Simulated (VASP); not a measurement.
The system is Cu.

```
Cu
1.0
    -1.44279    1.44279    1.37608
     1.44279   -1.44279    1.37608
     1.44279    1.44279   -1.37608
Cu
1
Direct
  0.00000 0.00000 0.00000
```

- Program: VASP 6.6.1
- Task: relaxation of cell and atoms
- Functional: BLYP
- Dispersion: D3(BJ)
- Potentials or basis: VASP PAW PBE potentials, release 64 (Cu)
- Cutoff: 600 eV
- k mesh: 13 × 13 × 13
- Occupations: fermi-dirac, width 0.05 eV
- Spin: no spin polarisation

At the start: pressure -3.4 GPa; volume 11.46 Å³/atom.

How do energy, volume and symmetry change on relaxing?

Over 8 steps the energy falls by 3.0 meV/atom and the volume is 11.21 Å³/atom (-2.1 %); space group I4/mmm (No. 139, to 0.05 Å).

Step by step:
```
step  energy change (eV)  largest force (eV/Å)  pressure (GPa)  volume (Å³)
   1              0.0000                0.0000           -3.37        11.46
   2             -0.0016                0.0000            2.24        11.06
   3             -0.0027                0.0000           -0.15        11.21
   4             -0.0027                0.0000            0.54        11.20
   5             -0.0027                0.0000            0.09        11.21
   6             -0.0027                0.0000            0.57        11.21
   7             -0.0029                0.0000            0.04        11.21
   8             -0.0030                0.0000            0.06        11.21
```

Final structure:
```xyz
1
Lattice="-1.4423 1.4423 1.3477 1.4423 -1.4423 1.3477 1.4423 1.4423 -1.3477" Properties=species:S:1:pos:R:3 pbc="T T T"
Cu    0.0000    0.0000    0.0000
```

Caveat: the PAW data sets were made with another functional, which shifts forces and pressure a little; pairwise dispersion overbinds metals, which lowers pressure and volume.
